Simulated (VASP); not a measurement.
# La2O3 in VASP: notebook, part 2 of 2

VASP 6.6.1. Earlier steps stand in the parts before.

## (4) Single point, PBE

This run uses another cell than the first one, of 23.11 Å³/atom.

Input file INCAR:

```
SYSTEM = La2O3
PREC     = Accurate       ! precision mode
ENCUT    = 520            ! plane-wave cutoff, eV
EDIFF    = 1E-6           ! SCF threshold, eV
ISMEAR   = -1             ! smearing method
SIGMA    = 0.05           ! smearing width, eV
LREAL    = .FALSE.        ! projectors in reciprocal space
LASPH    = .TRUE.         ! aspherical terms in the spheres
NELM     = 80             ! most SCF steps
ALGO     = Normal         ! electronic algorithm
ISIF     = 2              ! what is computed and relaxed
LWAVE    = .FALSE.        ! write WAVECAR
LCHARG   = .FALSE.        ! write CHGCAR
GGA      = PE             ! functional
NBANDS   = 28             ! bands
```

Input file KPOINTS:

```
regular mesh
0
G
  5 5 8
  0 0 0
```

Input file POSCAR:

```
La2O3
1.0
    6.3717360816      0.0000000000      0.0000000000
   -3.1858680408      5.5180853129      0.0000000000
    0.0000000000      0.0000000000      3.2867387834
La O
2 3
Direct
    0.6666666667      0.3333333333      0.5000000000
    0.3333333333      0.6666666667      0.5000000000
    0.5000196560      0.0000000000      0.0000000000
    0.0000000000      0.5000196560      0.0000000000
    0.4999803440      0.4999803440      0.0000000000
```

Potentials or basis: VASP PAW PBE potentials, release 64 (La, O).

The run is started by

```bash
$ cat potpaw_PBE.64/La/POTCAR potpaw_PBE.64/O/POTCAR > POTCAR
$ mpirun -np 1 vasp_std > vasp.out
```

OUTCAR:

```text
SYSTEM = La2O3
   PREC = Accurate
   ENCUT = 520
   EDIFF = 1E-6
   ISMEAR = -1
   LREAL = .FALSE.
   LASPH = .TRUE.
   NELM = 80
   ISIF = 2
   GGA = PE

 ion  position               nearest neighbor table
   1  0.667  0.333  0.500-   4 2.47   4 2.47   3 2.47   3 2.47   5 2.47   5 2.47   2 3.68   2 3.68
                             2 3.68
   2  0.333  0.667  0.500-   4 2.47   4 2.47   3 2.47   3 2.47   5 2.47   5 2.47   1 3.68   1 3.68
                             1 3.68
   3  0.500  0.000  0.000-   1 2.47   1 2.47   2 2.47   2 2.47
   4  0.000  0.500  0.000-   2 2.47   2 2.47   1 2.47   1 2.47
   5  0.500  0.500  0.000-   1 2.47   1 2.47   2 2.47   2 2.47

  LATTYP: Found a hexagonal cell.
 ALAT       =     6.3717360816
 C/A-ratio  =     0.5158309668

  Lattice vectors:

 A1 = (   6.3717360816,   0.0000000000,   0.0000000000)
 A2 = (  -3.1858680408,   5.5180853129,   0.0000000000)
 A3 = (   0.0000000000,   0.0000000000,   3.2867387834)

Analysis of symmetry for initial positions (statically):
=====================================================================
 Subroutine PRICEL returns:
 Original cell was already a primitive cell.

 Routine SETGRP: Setting up the symmetry group for a
 hexagonal supercell.

 Subroutine GETGRP returns: Found 12 space group operations
 (whereof 12 operations were pure point group operations)
 out of a pool of 24 trial point group operations.

The static configuration has the point symmetry D_3h.

Analysis of symmetry for dynamics (positions and initial velocities):
=====================================================================
 Subroutine PRICEL returns:
 Original cell was already a primitive cell.

 Routine SETGRP: Setting up the symmetry group for a
 hexagonal supercell.

 Subroutine GETGRP returns: Found 12 space group operations
 (whereof 12 operations were pure point group operations)
 out of a pool of 24 trial point group operations.

The dynamic configuration has the point symmetry D_3h.

 Subroutine INISYM returns: Found 12 space group operations
 (whereof 12 operations are pure point group operations),
 and found     1 'primitive' translations

----------------------------------------------------------------------------------------

                                     Primitive cell

  volume of cell :     115.5610

  direct lattice vectors                    reciprocal lattice vectors
     6.371736082  0.000000000  0.000000000     0.156943098  0.090611140  0.000000000
    -3.185868041  5.518085313  0.000000000     0.000000000  0.181222280  0.000000000
     0.000000000  0.000000000  3.286738783     0.000000000  0.000000000  0.304252959

  length of vectors
     6.371736082  6.371736082  3.286738783     0.181222280  0.181222280  0.304252959

  position of ions in fractional coordinates (direct lattice)
     0.666666667  0.333333333  0.500000000
     0.333333333  0.666666667  0.500000000
     0.500019656  0.000000000  0.000000000
     0.000000000  0.500019656  0.000000000
     0.499980344  0.499980344  0.000000000

  ion indices of the primitive-cell ions
   primitive index   ion index
                 1           1
                 2           2
                 3           3
[... 25 lines left out ...]
 ===========================================

 Found     25 irreducible k-points:

 Following reciprocal coordinates:
            Coordinates               Weight
  0.000000  0.000000  0.000000      1.000000
  0.200000  0.000000  0.000000      6.000000
  0.400000  0.000000  0.000000      6.000000
  0.200000  0.200000  0.000000      6.000000
  0.400000  0.200000  0.000000      6.000000
  0.000000  0.000000  0.125000      2.000000
[... 16 lines left out ...]
  0.400000  0.000000  0.500000      6.000000
  0.200000  0.200000  0.500000      6.000000
   k-points           NKPTS =     25   k-points in BZ     NKDIM =     25   number of bands    NBANDS=     28
   number of dos      NEDOS =    301   number of ions     NIONS =      5
   total plane-waves  NPLWV =  55296
   dimension x,y,z NGX =    48 NGY =   48 NGZ =   24
   dimension x,y,z NGXF=    96 NGYF=   96 NGZF=   48
   ions per type =               2   3
   NGX,Y,Z   is equivalent  to a cutoff of  12.52, 12.52, 12.14 a.u.
   NGXF,Y,Z  is equivalent  to a cutoff of  25.05, 25.05, 24.28 a.u.
 SYSTEM =  La2O3
   PREC   = accura    normal or accurate (medium, high low for compatibility)
   ISTART =      0    job   : 0-new  1-cont  2-samecut
   ICHARG =      2    charge: 1-file 2-atom 10-const
   ISPIN  =      1    spin polarized calculation?
   LNONCOLLINEAR =      F non collinear calculations
   LSORBIT =      F    spin-orbit coupling
   LASPH  =      T    aspherical Exc in radial PAW
   ENCUT  =  520.0 eV  38.22 Ry    6.18 a.u.  11.85 11.85  6.11*2*pi/ulx,y,z
   NELM   =     80;   NELMIN=  2; NELMDL= -5     # of ELM steps
   EDIFF  = 0.1E-05   stopping-criterion for ELM
   LREAL  =      F    real-space projection
   EDIFFG = 0.1E-04   stopping-criterion for IOM
   NSW    =      0    number of steps for IOM
   IBRION =     -1    ionic relax: 0-MD 1-quasi-New 2-CG
   NFREE  =      0    steps in history (QN), initial steepest desc. (CG)
   ISIF   =      2    stress and relaxation
   ISYM   =      2    0-nonsym 1-usesym 2-fastsym
   POTIM  = 0.5000    time-step for ionic-motion
   TEBEG  =    0.0;   TEEND  =   0.0 temperature during run
   PSTRESS=    0.0 pullay stress
   NELECT =      40.0000    total number of electrons
   NUPDOWN=      -1.0000    fix difference up-down
   EMIN   =  10.00;   EMAX   =-10.00  energy-range for DOS
   EFERMI =   0.00;   METHOD = LEGACY
   ISMEAR =    -1;   SIGMA  =   0.05  broadening in eV -4-tet -1-fermi 0-gaus
   EFERMI_NEDOS =   21; number of points for ismear=-14 and -15
   IALGO  =     38    algorithm
   IMIX   =      4    mixing-type and parameters
     AMIX     =   0.40;   BMIX     =  1.00
     AMIX_MAG =   1.60;   BMIX_MAG =  1.00
  volume/ion in A,a.u.               =      23.11       155.97
  Fermi-wavevector in a.u.,A,eV,Ry     =   1.149453  2.172150 17.976576  1.321241
  Thomas-Fermi vector in A             =   2.286122
   LORBIT       =      0    0 simple, 1 ext, 2 COOP (PROOUT), +10 PAW based schemes
   GGA     = PE    functional components
   LHFCALC =     F    Hartree Fock is set to
   AEXX    =    0.0000 exact exchange contribution
   IVDW    =     0    specifies the selected vdW correction
   LEPSILON=     F    determine dielectric tensor
   LRPA    =     F    only Hartree local field effects (RPA)
 non-spin polarized calculation
  energy-cutoff  :      520.00
  volume of cell :      115.56
 maximum number of plane-waves:      3140
 NGX is ok and might be reduce to    48
   NGX = 23   NGY = 23   NGZ = 13

 number of electron      40.0000000 magnetization

 Free energy of the ion-electron system (eV)
  ---------------------------------------------------
  ext. energy  EPLUGINS =         0.00000000
  ---------------------------------------------------
  free energy    TOTEN  =       -40.77988280 eV

  energy without entropy =      -40.77988280  energy(sigma->0) =      -40.77988280

 E-fermi :   3.9143     XC(G=0):  -8.2059

 val. band max:        3.0959127952   @ k =   0.0000   0.0000   0.5000
 cond. band min:       4.7314666970   @ k =   0.0000   0.0000   0.0000
 fundamental gap:      1.6355539018
 Fermi energy:         3.9143417983

 k-point     1 :       0.0000    0.0000    0.0000
  band No.  band energies     occupation
      1     -27.4551      2.00000
      2     -27.2659      2.00000
      3     -14.2530      2.00000
      4     -14.2530      2.00000
      5     -12.6571      2.00000
      6     -11.0050      2.00000
[... 733 lines left out ...]
     27       7.7500      0.00000
     28       7.7644      0.00000

 [... further k-points ...]

------------------------ aborting loop because EDIFF is reached ----------------------------------------

  FORCE on cell =-STRESS in cart. coord.  units (eV):
  Direction    XX          YY          ZZ          XY          YZ          ZX
  --------------------------------------------------------------------------------------
  -------------------------------------------------------------------------------------
  Total       -0.1314962     -0.1314962     -0.1810501      0.0000000     -0.0000000     -0.0000000
  in kB       -1.8231085     -1.8231085     -2.5101401      0.0000000     -0.0000000     -0.0000000
  external PRESSURE =      -2.0521190 kB  Pullay stress =       0.0000000 kB

 VOLUME and BASIS-vectors are now :
 -----------------------------------------------------------------------------
  energy-cutoff  :      520.00
  volume of cell :      115.56
      direct lattice vectors                 reciprocal lattice vectors
     6.371736082  0.000000000  0.000000000     0.156943098  0.090611140  0.000000000
    -3.185868041  5.518085313  0.000000000     0.000000000  0.181222280  0.000000000
     0.000000000  0.000000000  3.286738783     0.000000000  0.000000000  0.304252959

 POSITION                                       TOTAL-FORCE (eV/Angst)
 -----------------------------------------------------------------------------------
      3.18587      1.83936      1.64337        -0.000000      0.000000     -0.000000
     -0.00000      3.67872      1.64337        -0.000000      0.000000     -0.000000
      3.18599      0.00000      0.00000        -0.000158      0.000000     -0.000000
     -1.59300      2.75915      0.00000         0.000079     -0.000137     -0.000000
      1.59287      2.75893      0.00000         0.000079      0.000137      0.000000
 -----------------------------------------------------------------------------------
    total drift:                               -0.000000     -0.000000      0.000000

  FREE ENERGIE OF THE ION-ELECTRON SYSTEM (eV)
  ---------------------------------------------------
  free  energy   TOTEN  =       -40.7798828029 eV

  energy  without entropy=      -40.7798828014  energy(sigma->0) =      -40.77988280
```

Run time: 2.1 min. Hardware: 1 thread of Intel Xeon 8259CL, shared host; peak memory 0.27 GiB.

Results:

```yaml
Free_energy: -40.7799 eV
Pressure: -0.2 GPa
Band_gap_on_the_k_mesh: 1.64 eV (least direct gap 2.07 eV)
```

Caveat: spin-orbit coupling is left out, which moves the levels of the heavy elements; an odd mesh through Γ misses points on the zone boundary, where band edges can lie.

## (5) Relaxation of cell and atoms, PBE

This run uses another cell than the first one, of 22.45 Å³/atom.

Input file INCAR:

```
SYSTEM = La2O3
  ALGO = Normal
  EDIFF = 1E-6
  EDIFFG = -0.01
  ENCUT = 600
  GGA = PE
  IBRION = 2
  ISIF = 3
  ISMEAR = -1
  LASPH = .TRUE.
  LCHARG = .FALSE.
  LREAL = .FALSE.
  LWAVE = .FALSE.
  NELM = 80
  NSW = 60
  PREC = Accurate
  SIGMA = 0.05
```

Input file KPOINTS:

```
k-points
0
G
  5 5 8
  0 0 0
```

Input file POSCAR:

```
La2O3
1.0
    6.2667802772      0.0000000000      0.0000000000
   -3.1333901386      5.4271909200      0.0000000000
    0.0000000000      0.0000000000      3.2997660000
La O
2 3
Direct
    0.6666666667      0.3333333333      0.5000000000
    0.3333333333      0.6666666667      0.5000000000
    0.5080139900      0.0000000000      0.0000000000
    0.0000000000      0.5080139900      0.0000000000
    0.4919860100      0.4919860100      0.0000000000
```

The run is started by

```bash
$ cat potpaw_PBE.64/La/POTCAR potpaw_PBE.64/O/POTCAR > POTCAR
$ mpirun -np 1 vasp_std > vasp.out
```

Wall time 16 min (1 thread of Intel Xeon 8259CL, shared host); peak memory 0.32 GiB.

The run converged. Its results:

```
Free energy                           : -40.7839 eV
Relaxed volume                        : 23.04 Å³/atom
Relaxed cell                          : a = 6.364 Å, b = 6.364 Å, c = 3.284 Å, α = 90.00°, β = 90.00°, γ = 120.00°
Space group after relaxing (to 0.1 Å) : P6/mmm (No. 191)
Energy gained by relaxing             : 6.3 meV/atom
Ionic steps                           : 13
Pressure after relaxing               : 0.0 GPa
Band gap on the k mesh                : 1.62 eV (least direct gap 2.07 eV)
```

The path:
```
step  energy change (eV)  largest force (eV/Å)  pressure (GPa)  volume (Å³)
   1              0.0000                0.0469            1.78       112.23
   2             -0.0221                0.0630           -1.06       116.32
   3             -0.0241                0.0596           -0.45       115.39
   4             -0.0267                0.0557            0.23       115.03
   5             -0.0276                0.0569            0.00       115.15
   6             -0.0280                0.0541            0.02       115.14
   7             -0.0292                0.0421            0.06       115.08
   8             -0.0307                0.0253            0.15       114.98
   9             -0.0310                0.0112            0.29       114.77
  10             -0.0313                0.0031            0.24       114.86
  11             -0.0315                0.0015           -0.12       115.30
  12             -0.0316                0.0003            0.00       115.16
  13             -0.0316                0.0004            0.01       115.18
```

Final structure:
```
La O
1.0
     6.36383    0.00000    0.00000
    -3.18192    5.51124    0.00000
     0.00000    0.00000    3.28416
La O
2 3
Direct
  0.66667 0.33333 0.50000
  0.33333 0.66667 0.50000
  0.49996 0.00000 0.00000
  0.00000 0.49996 0.00000
  0.50004 0.50004 0.00000
```

Levels at points of the mesh, in eV from the valence-band top:
```
           k point  band 16  band 17  band 18  band 19  band 20  band 21  band 22  band 23  band 24
(0.00, 0.00, 0.00)    -1.84    -0.96    -0.96    -0.65    -0.45     1.62     3.50     4.00     4.00
(0.00, 0.00, 0.50)    -1.47    -1.11    -1.11    -0.27     0.00     4.28     4.33     4.37     4.43
```

Caveat: spin-orbit coupling is left out, which moves the levels of the heavy elements; an odd mesh through Γ misses points on the zone boundary, where band edges can lie.

## (6) The runs side by side

```csv
task,level,potentials or basis,cell,cutoff (eV),gap on the mesh (eV),pressure (GPa),largest force (eV/Å)
single point,PBEsol,"VASP PAW PBE potentials, release 64 (La, O)","a = 6.349, b = 6.349, c = 3.343 Å, angles 90.0, 90.0, 120.0°, 5 atoms, atomic positions A",520,1.66,-4.7,0.08
single point,LDA,"VASP PAW LDA potentials, release 64 (La, O)","a = 6.390, b = 6.390, c = 3.364 Å, angles 90.0, 90.0, 120.0°, 5 atoms, atomic positions A",520,1.66,-8.0,0.10
single point,PBE,"VASP PAW PBE potentials, release 64 (La, O)","a = 6.372, b = 6.372, c = 3.287 Å, angles 90.0, 90.0, 120.0°, 5 atoms, atomic positions B",520,1.64,-0.2,-
relaxation of cell and atoms,PBE,"VASP PAW PBE potentials, release 64 (La, O)","relaxed from a = 6.267, b = 6.267, c = 3.300 Å, angles 90.0, 90.0, 120.0°, 5 atoms, atomic positions A",600,1.62,0.0,-
```

Alike in all rows: no spin polarisation; k mesh 5 × 5 × 8; smearing fermi-dirac 0.05 eV.

Caveats: spin-orbit coupling is left out, which moves the levels of the heavy elements; an odd mesh through Γ misses points on the zone boundary, where band edges can lie; the cell stands under tension (at least some runs); the PAW data sets were made with another functional, which shifts forces and pressure a little (at least some runs).

Total energies depend on the potentials used, so only differences within one code and one set of settings carry meaning.
